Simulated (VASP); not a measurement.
The system is SiMo3.

```
Si Mo
1.0
    -2.67009    2.67009    2.67009
     2.67009   -2.67009    2.67009
     2.67009    2.67009   -2.67009
Si Mo
1 3
Direct
  0.00000 0.00000 0.00000
  0.00000 0.50000 0.50000
  0.50000 0.00000 0.50000
  0.50000 0.50000 0.00000
```

| Property | Result |
| --- | --- |
| Program | VASP 6.6.1 |
| Task | relaxation of cell and atoms |
| Functional | PBE |
| Potentials or basis | VASP PAW PBE potentials, release 64 (Si, Mo_sv) |
| Cutoff | 600 eV |
| k mesh | 4 × 4 × 4 |
| Occupations | gaussian, width 0.1 eV |
| Spin | no spin polarisation |

At the start: pressure -13.7 GPa; volume 19.04 Å³/atom.

Q: How do energy, volume and symmetry change on relaxing?

A: Over 4 steps the energy falls by 85.4 meV/atom and the volume is 17.23 Å³/atom (-9.5 %); space group Im-3m (No. 229, to 0.05 Å).

The path:
| step | energy change (eV) | largest force (eV/Å) | pressure (GPa) | volume (Å³) |
| --- | --- | --- | --- | --- |
| 1 | 0.0000 | 0.0000 | -13.74 | 76.14 |
| 2 | 0.5149 | 0.0000 | 33.29 | 59.53 |
| 3 | -0.3412 | 0.0000 | -0.68 | 69.14 |
| 4 | -0.3418 | 0.0000 | -0.11 | 68.90 |

Final structure:
```xyz
4
Lattice="-2.5826 2.5826 2.5826 2.5826 -2.5826 2.5826 2.5826 2.5826 -2.5826" Properties=species:S:1:pos:R:3 pbc="T T T"
Si    0.0000    0.0000    0.0000
Mo    0.0000    2.5826    2.5826
Mo    0.0000    2.5826    0.0000
Mo    2.5826    2.5826    0.0000
```

Caveat: the k points lie up to 0.43 Å⁻¹ apart in the final cell.
